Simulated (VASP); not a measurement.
A run of VASP 6.6.1 is set up as follows.

Contents of INCAR:

```
PREC = Accurate ; ENCUT = 520
EDIFF = 1E-6 ; ISMEAR = 0
SIGMA = 0.02 ; LREAL = False
LASPH = True ; NELM = 100
ALGO = Normal ; ISIF = 2
LWAVE = False ; LCHARG = True
GGA = CA ; LELF = True
LVHAR = True ; NBANDS = 44
```

Contents of KPOINTS:

```
Automatic mesh
0
Gamma
  6 6 4
```

File POSCAR:

```
SiO2
1.0
    5.0028200561      0.0000000000      0.0000000000
    0.0000000000      5.0028200561      0.0000000000
    0.0000000000      0.0000000000      7.2499099554
Si O
4 8
Direct
    0.0000000000      0.0000000000      0.0000000000
    0.0000000000      0.5000000000      0.2500000000
    0.5000000000      0.5000000000      0.5000000000
    0.5000000000      0.0000000000      0.7500000000
    0.0888544868      0.2500000000      0.1250000000
    0.2500000000      0.5888544868      0.3750000000
    0.7500000000      0.4111455132      0.3750000000
    0.9111455132      0.7500000000      0.1250000000
    0.5888544868      0.7500000000      0.6250000000
    0.7500000000      0.0888544868      0.8750000000
    0.2500000000      0.9111455132      0.8750000000
    0.4111455132      0.2500000000      0.6250000000
```

Potentials or basis: VASP PAW LDA potentials, release 64 (Si, O).

Run with:

```sh
$ cat potpaw_LDA.64/Si/POTCAR potpaw_LDA.64/O/POTCAR > POTCAR
$ mpirun -np 1 vasp_std > vasp.out
```

(1) What does it give for the pressure?

(2) Predict the largest force.

Results:

(1) 0.2 GPa.

(2) 0.023 eV/Å.
